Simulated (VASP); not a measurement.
# SiC (Cm) in VASP: single point with r2SCAN

Aim: the single point of SiC with r2SCAN.

Program: VASP 6.6.1. These are calculated values, not measurements. Logs are shortened: lines on timing, memory, paths and dates and some standing lists are left out, and cuts for length are marked.

**1. The cell of the first run**

Symmetry: Cm, No. 8, monoclinic system. Conventional cell: a = 5.326 Å, b = 3.075 Å, c = 10.106 Å, α = 90.00°, β = 92.52°, γ = 90.00°. Within 2.5 Å of Si (site symmetry m) lie 4 C at 1.88 to 1.95 Å. Si (site symmetry m) has 4 C at 1.88 to 1.90 Å within 2.5 Å. Si (site symmetry m) has 4 C at 1.88 to 1.90 Å within 2.5 Å. Si (site symmetry m) has 4 C at 1.88 to 1.90 Å within 2.5 Å. Within 2.5 Å of C (site symmetry m) lie 4 Si at 1.88 to 1.95 Å. Within 2.5 Å of C (site symmetry m) lie 4 Si at 1.88 to 1.90 Å. C (site symmetry m) has 4 Si at 1.88 to 1.90 Å within 2.5 Å. C (site symmetry m) has 4 Si at 1.88 to 1.90 Å within 2.5 Å.

**2. Single point, r2SCAN (the part above a cut slid along it)**

Contents of POSCAR:

```
SiC
1.0
   -3.0751950066      0.0000000000      0.0000000000
   -1.5375975033     -2.6631969973      0.0000000000
   -4.2285468938     -2.4413526874     10.0963337124
Si C
4 4
Direct
   -0.4972440229     -0.4972440229      0.9060514413
   -0.0388940229     -0.0388940229      0.4060514413
    0.5236143104      0.5236143104      0.1560514413
    0.0652643104      0.0652643104      0.6560514413
    0.2472106896      0.2472106896      0.0939485587
   -0.2111393104     -0.2111393104      0.5939485587
    0.3513690229      0.3513690229      0.3439485587
   -0.1069809771     -0.1069809771      0.8439485587
```

Contents of INCAR.step1:

```
SYSTEM = SiC
  ALGO = Normal
  EDIFF = 1E-4
  ENCUT = 520
  GGA = PE
  ISMEAR = 0
  LASPH = .TRUE.
  LCHARG = .FALSE.
  LREAL = .FALSE.
  LWAVE = .TRUE.
  NBANDS = 26
  NELM = 80
  PREC = Accurate
  SIGMA = 0.05
```

Contents of INCAR.step2:

```
SYSTEM = SiC
  ALGO = Normal
  EDIFF = 1E-6
  ENCUT = 520
  ISIF = 2
  ISMEAR = 0
  ISTART = 1
  LASPH = .TRUE.
  LCHARG = .FALSE.
  LMIXTAU = .TRUE.
  LREAL = .FALSE.
  LWAVE = .FALSE.
  METAGGA = R2SCAN
  NBANDS = 26
  NELM = 80
  PREC = Accurate
  SIGMA = 0.05
```

Contents of KPOINTS:

```
k-points
0
G
  8 8 3
  0 0 0
```

Potentials or basis: VASP PAW PBE potentials, release 64 (Si, C).

Launch:

```bash
$ cat potpaw_PBE.64/Si/POTCAR potpaw_PBE.64/C/POTCAR > POTCAR
$ cp INCAR.step1 INCAR
$ mpirun -np 1 vasp_std > vasp.out
$ cp INCAR.step2 INCAR
$ mpirun -np 1 vasp_std > vasp.out
```

OUTCAR:

```text
SYSTEM = SiC
   EDIFF = 1E-6
   ENCUT = 520
   ISIF = 2
   ISMEAR = 0
   ISTART = 1
   LASPH = .TRUE.
   LREAL = .FALSE.
   METAGGA = R2SCAN
   NELM = 80
   PREC = Accurate

 ion  position               nearest neighbor table
   1  0.503  0.503  0.906-   8 1.88   8 1.88   8 1.88   5 1.95   3 2.85   4 3.09   4 3.09   4 3.09

   2  0.961  0.961  0.406-   7 1.88   7 1.88   7 1.88   6 1.90   4 3.09   3 3.09   3 3.09   3 3.09
                             4 3.09   4 3.09
   3  0.524  0.524  0.156-   5 1.88   5 1.88   5 1.88   7 1.90   1 2.85   2 3.09   2 3.09   2 3.09

   4  0.065  0.065  0.656-   6 1.88   6 1.88   6 1.88   8 1.90   2 3.09   1 3.09   1 3.09   1 3.09
                             2 3.09   2 3.09
   5  0.247  0.247  0.094-   3 1.88   3 1.88   3 1.88   1 1.95
   6  0.789  0.789  0.594-   4 1.88   4 1.88   4 1.88   2 1.90
   7  0.351  0.351  0.344-   2 1.88   2 1.88   2 1.88   3 1.90
   8  0.893  0.893  0.844-   1 1.88   1 1.88   1 1.88   4 1.90

  LATTYP: Found a base centered monoclinic cell.
 ALAT       =     5.3263939946
 B/A-ratio  =     0.5773502692
 C/A-ratio  =     1.8973583410
 COS(beta)  =    -0.0439031459

  Lattice vectors:

 A1 = (  -3.0751950066,   0.0000000000,   0.0000000000)
 A2 = (  -1.5375975033,  -2.6631969973,   0.0000000000)
 A3 = (   0.3842456161,   0.2218443099,  10.0963337124)

Analysis of symmetry for initial positions (statically):
=====================================================================
 Subroutine PRICEL returns:
 Original cell was already a primitive cell.

 Routine SETGRP: Setting up the symmetry group for a
 base centered monoclinic supercell.

 Subroutine GETGRP returns: Found  2 space group operations
 (whereof  2 operations were pure point group operations)
 out of a pool of  4 trial point group operations.

The static configuration has the point symmetry C_1h.

Analysis of symmetry for dynamics (positions and initial velocities):
=====================================================================
 Subroutine PRICEL returns:
 Original cell was already a primitive cell.

 Routine SETGRP: Setting up the symmetry group for a
 base centered monoclinic supercell.

 Subroutine GETGRP returns: Found  2 space group operations
 (whereof  2 operations were pure point group operations)
 out of a pool of  4 trial point group operations.

The dynamic configuration has the point symmetry C_1h.

 Subroutine INISYM returns: Found  2 space group operations
 (whereof  2 operations are pure point group operations),
 and found     1 'primitive' translations

----------------------------------------------------------------------------------------

                                     Primitive cell

  volume of cell :      82.6875

  direct lattice vectors                    reciprocal lattice vectors
    -3.075195007  0.000000000  0.000000000    -0.325182630  0.187744279 -0.090795335
    -1.537597503 -2.663196997  0.000000000     0.000000000 -0.375488558 -0.090795335
    -4.228546894 -2.441352687 10.096333712     0.000000000  0.000000000  0.099045855

  length of vectors
     3.075195007  3.075195007 11.215024129     0.386310044  0.386310044  0.099045855

  position of ions in fractional coordinates (direct lattice)
     0.502755977  0.502755977  0.906051441
     0.961105977  0.961105977  0.406051441
     0.523614310  0.523614310  0.156051441
     0.065264310  0.065264310  0.656051441
     0.247210690  0.247210690  0.093948559
     0.788860690  0.788860690  0.593948559
     0.351369023  0.351369023  0.343948559
     0.893019023  0.893019023  0.843948559

  ion indices of the primitive-cell ions
   primitive index   ion index
                 1           1
                 2           2
                 3           3
                 4           4
                 5           5
                 6           6
                 7           7
                 8           8

----------------------------------------------------------------------------------------

 KPOINTS: k-points

Automatic generation of k-mesh.
 Grid dimensions read from file:
 generate k-points for:    8    8    3

 Generating k-lattice:

  Cartesian coordinates                     Fractional coordinates (reciprocal lattice)
    -0.040647829  0.023468035 -0.011349417     0.125000000 -0.000000000 -0.000000000
     0.000000000 -0.046936070 -0.011349417     0.000000000  0.125000000 -0.000000000
     0.000000000  0.000000000  0.033015285     0.000000000  0.000000000  0.333333333

  Length of vectors
     0.048288755  0.048288755  0.033015285

  Shift w.r.t. Gamma in fractional coordinates (k-lattice)
     0.000000000  0.000000000  0.000000000

 Subroutine IBZKPT returns following result:
 ===========================================

 Found     57 irreducible k-points:

 Following reciprocal coordinates:
            Coordinates               Weight
  0.000000  0.000000  0.000000      1.000000
  0.125000 -0.000000  0.000000      4.000000
  0.250000 -0.000000  0.000000      4.000000
  0.375000  0.000000  0.000000      4.000000
  0.500000 -0.000000  0.000000      2.000000
  0.125000  0.125000  0.000000      2.000000
[... 16 lines left out ...]
  0.125000 -0.000000  0.333333      4.000000
  0.250000 -0.000000  0.333333      4.000000
 [... further k-points ...]
   k-points           NKPTS =     57   k-points in BZ     NKDIM =     57   number of bands    NBANDS=     26
   number of dos      NEDOS =    301   number of ions     NIONS =      8
   total plane-waves  NPLWV =  48384
   dimension x,y,z NGX =    24 NGY =   24 NGZ =   84
   dimension x,y,z NGXF=    48 NGYF=   48 NGZF=  168
   ions per type =               4   4
   NGX,Y,Z   is equivalent  to a cutoff of  12.97, 12.97, 12.45 a.u.
   NGXF,Y,Z  is equivalent  to a cutoff of  25.95, 25.95, 24.90 a.u.
 SYSTEM =  SiC
   PREC   = accura    normal or accurate (medium, high low for compatibility)
   ISTART =      1    job   : 0-new  1-cont  2-samecut
   ICHARG =      0    charge: 1-file 2-atom 10-const
   ISPIN  =      1    spin polarized calculation?
   LNONCOLLINEAR =      F non collinear calculations
   LSORBIT =      F    spin-orbit coupling
   LASPH  =      T    aspherical Exc in radial PAW
   ENCUT  =  520.0 eV  38.22 Ry    6.18 a.u.   5.72  5.72 20.85*2*pi/ulx,y,z
   NELM   =     80;   NELMIN=  2; NELMDL=  0     # of ELM steps
   EDIFF  = 0.1E-05   stopping-criterion for ELM
   LREAL  =      F    real-space projection
[... 7 lines left out ...]
   TEBEG  =    0.0;   TEEND  =   0.0 temperature during run
   PSTRESS=    0.0 pullay stress
   NELECT =      32.0000    total number of electrons
   NUPDOWN=      -1.0000    fix difference up-down
   EMIN   =  10.00;   EMAX   =-10.00  energy-range for DOS
   EFERMI =   0.00;   METHOD = LEGACY
   ISMEAR =     0;   SIGMA  =   0.05  broadening in eV -4-tet -1-fermi 0-gaus
   EFERMI_NEDOS =   21; number of points for ismear=-14 and -15
   IALGO  =     38    algorithm
   IMIX   =      4    mixing-type and parameters
     AMIX     =   0.40;   BMIX     =  1.00
     AMIX_MAG =   1.60;   BMIX_MAG =  1.00
  volume/ion in A,a.u.               =      10.34        69.75
  Fermi-wavevector in a.u.,A,eV,Ry     =   1.193012  2.254466 19.364879  1.423278
  Thomas-Fermi vector in A             =   2.329037
   LORBIT       =      0    0 simple, 1 ext, 2 COOP (PROOUT), +10 PAW based schemes
   METAGGA = R2SCAN    functional components
   LHFCALC =     F    Hartree Fock is set to
   AEXX    =    0.0000 exact exchange contribution
   IVDW    =     0    specifies the selected vdW correction
   LEPSILON=     F    determine dielectric tensor
   LRPA    =     F    only Hartree local field effects (RPA)
 non-spin polarized calculation
 Gauss-broadening in eV      SIGMA  =   0.05
  energy-cutoff  :      520.00
  volume of cell :       82.69
 maximum number of plane-waves:      2248
   NGX = 11   NGY = 11   NGZ = 41

 number of electron      31.9999999 magnetization

 Free energy of the ion-electron system (eV)
  ---------------------------------------------------
  ext. energy  EPLUGINS =         0.00000000
  ---------------------------------------------------
  free energy    TOTEN  =       -76.96547552 eV

  energy without entropy =      -76.96547552  energy(sigma->0) =      -76.96547552

 E-fermi :   8.5551     XC(G=0): -11.9375

 val. band max:        8.2678067175   @ k =   0.0000   0.0000   0.0000
 cond. band min:      10.9270288682   @ k =  -0.3750   0.3750  -0.0000
 fundamental gap:      2.6592221507
 Fermi energy:         8.5550630164

 k-point     1 :       0.0000    0.0000    0.0000
  band No.  band energies     occupation
      1      -8.2014      2.00000
      2      -6.9748      2.00000
      3      -6.9552      2.00000
      4      -4.5765      2.00000
      5      -0.8167      2.00000
      6       3.5128      2.00000
[... 18 lines left out ...]
     25      16.1513      0.00000
     26      16.3530      0.00000

 k-point     2 :       0.1250   -0.0000    0.0000
  band No.  band energies     occupation
      1      -7.9041      2.00000
      2      -6.9528      2.00000
      3      -6.4084      2.00000
      4      -4.4145      2.00000
      5      -0.4583      2.00000
      6       2.9432      2.00000
[... 18 lines left out ...]
     25      16.3277      0.00000
     26      16.7873      0.00000

 k-point     3 :       0.2500   -0.0000    0.0000
  band No.  band energies     occupation
      1      -7.0336      2.00000
      2      -6.3807      2.00000
      3      -5.3361      2.00000
      4      -3.9437      2.00000
      5       0.4569      2.00000
      6       2.1033      2.00000
[... 572 lines left out ...]
 k-point    23 :       0.1250   -0.0000    0.3333
  band No.  band energies     occupation
      1      -7.8608      2.00000
      2      -7.1612      2.00000
      3      -6.1337      2.00000
      4      -4.5864      2.00000
      5      -0.2215      2.00000
      6       2.3989      2.00000
[... 18 lines left out ...]
     25      16.3612      0.00000
     26      16.6181      0.00000

 k-point    24 :       0.2500   -0.0000    0.3333
  band No.  band energies     occupation
      1      -7.0856      2.00000
      2      -6.1319      2.00000
      3      -5.6604      2.00000
      4      -3.7552      2.00000
      5       0.2104      2.00000
      6       2.6566      2.00000
[... 18 lines left out ...]
     25      17.0017      0.00000
     26      17.7012      0.00000

 [... further k-points ...]

------------------------ aborting loop because EDIFF is reached ----------------------------------------

  FORCE on cell =-STRESS in cart. coord.  units (eV):
  Direction    XX          YY          ZZ          XY          YZ          ZX
  --------------------------------------------------------------------------------------
  -------------------------------------------------------------------------------------
  Total       -0.8226319      0.0422729     -0.0563543     -0.7490296     -1.5430444     -2.6726307
  in kB      -15.9395664      0.8190928     -1.0919373    -14.5134246    -29.8984964    -51.7857035
  external PRESSURE =      -5.4041370 kB  Pullay stress =       0.0000000 kB

 VOLUME and BASIS-vectors are now :
 -----------------------------------------------------------------------------
  energy-cutoff  :      520.00
  volume of cell :       82.69
      direct lattice vectors                 reciprocal lattice vectors
    -3.075195007  0.000000000  0.000000000    -0.325182630  0.187744279 -0.090795335
    -1.537597503 -2.663196997  0.000000000     0.000000000 -0.375488558 -0.090795335
    -4.228546894 -2.441352687 10.096333712     0.000000000  0.000000000  0.099045855

 POSITION                                       TOTAL-FORCE (eV/Angst)
 -----------------------------------------------------------------------------------
     -6.15039     -3.55093      9.14780         1.174389      0.678034      0.198062
     -6.15039     -3.55093      4.09963        -0.014419     -0.008325     -0.042091
     -3.07520     -1.77546      1.57555        -0.191393     -0.110501      0.098577
     -3.07520     -1.77546      6.62371         0.056517      0.032630     -0.060375
     -1.53760     -0.88773      0.94854        -0.896876     -0.517812     -0.249497
     -6.15039     -3.55093      5.99670        -0.000066     -0.000038      0.032181
     -3.07520     -1.77546      3.47262        -0.067771     -0.039127      0.055564
     -7.68799     -4.43866      8.52079        -0.060383     -0.034862     -0.032421
 -----------------------------------------------------------------------------------
    total drift:                                0.000442      0.000255     -0.000362

  FREE ENERGIE OF THE ION-ELECTRON SYSTEM (eV)
  ---------------------------------------------------
  free  energy   TOTEN  =       -76.9654755166 eV

  energy  without entropy=      -76.9654755166  energy(sigma->0) =      -76.96547552
```

Run time: 3.9 min. Hardware: 1 thread of Intel Xeon Platinum 8488C (Sapphire Rapids), shared host; peak memory 0.27 GiB.

Results:

```
Free energy            : -76.9655 eV
Pressure               : -0.5 GPa
Largest force          : 1.370 eV/Å
Band gap on the k mesh : 2.66 eV (least direct gap 4.28 eV)
```

Forces in eV/Å, atoms in the order of the input:
```
Si   1.174  0.678  0.198
Si  -0.014 -0.008 -0.042
Si  -0.191 -0.111  0.099
Si   0.057  0.033 -0.060
C   -0.897 -0.518 -0.249
C    0.000  0.000  0.032
C   -0.068 -0.039  0.056
C   -0.060 -0.035 -0.032
```

Levels at points of the mesh, in eV from the valence-band top:
```tsv
k point	band 13	band 14	band 15	band 16	band 17	band 18	band 19	band 20
(0.00, 0.00, 0.00)	-0.78	-0.32	-0.02	0.00	5.26	6.06	6.38	6.59
(0.50, 0.00, 0.00)	-2.72	-2.40	-1.83	-1.77	3.32	3.44	3.50	3.88
(0.50, 0.50, 0.00)	-2.68	-2.65	-2.16	-1.36	3.00	3.29	3.76	4.27
```

Caveat: the cell differs from its parent crystal (the part above a cut slid along it); the PAW data sets were made with another functional, which shifts forces and pressure a little.
